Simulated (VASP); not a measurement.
Tl, 1 atom in the cell. Symmetry: Pm-3m, No. 221, cubic system. The conventional cell has a = 3.252 Å, b = 3.252 Å, c = 3.252 Å, α = 90.00°, β = 90.00°, γ = 90.00°. Tl (site symmetry m-3m) has 6 Tl at 3.25 Å within 4.3 Å. 

* Program: VASP 6.6.1
* Task: density of states
* Functional: PBE
* Potentials or basis: VASP PAW PBE potentials, release 64 (Tl_d)
* Cutoff: 520 eV
* k mesh: 12 × 12 × 12
* Occupations: fermi-dirac, width 0.08 eV
* Spin: no spin polarisation
* Dipole correction: no
* k mesh for the DOS: 18 × 18 × 18
* Occupations for the DOS: tetrahedron
* Further INCAR settings: ALGO = Normal; EDIFF = 1e-06

Potentials or basis: VASP PAW PBE potentials, release 64 (Tl_d).

The run is started by

```bash
$ cat potpaw_PBE.64/Tl_d/POTCAR > POTCAR
$ cp INCAR.step1 INCAR
$ cp KPOINTS.step1 KPOINTS
$ mpirun -np 1 vasp_std > vasp.out
$ cp INCAR.step2 INCAR
$ cp KPOINTS.step2 KPOINTS
$ mpirun -np 1 vasp_std > vasp.out
```

Hardware: 1 thread of Intel(R) Xeon(R) 6975P-C (Granite Rapids), with other jobs on the host.

Problem. Estimate the wall time of this run.

Solution. It took 14 s on 1 thread of Intel(R) Xeon(R) 6975P-C (Granite Rapids), with other jobs on the host, peak memory 0.19 GiB. Counts: k points 220.
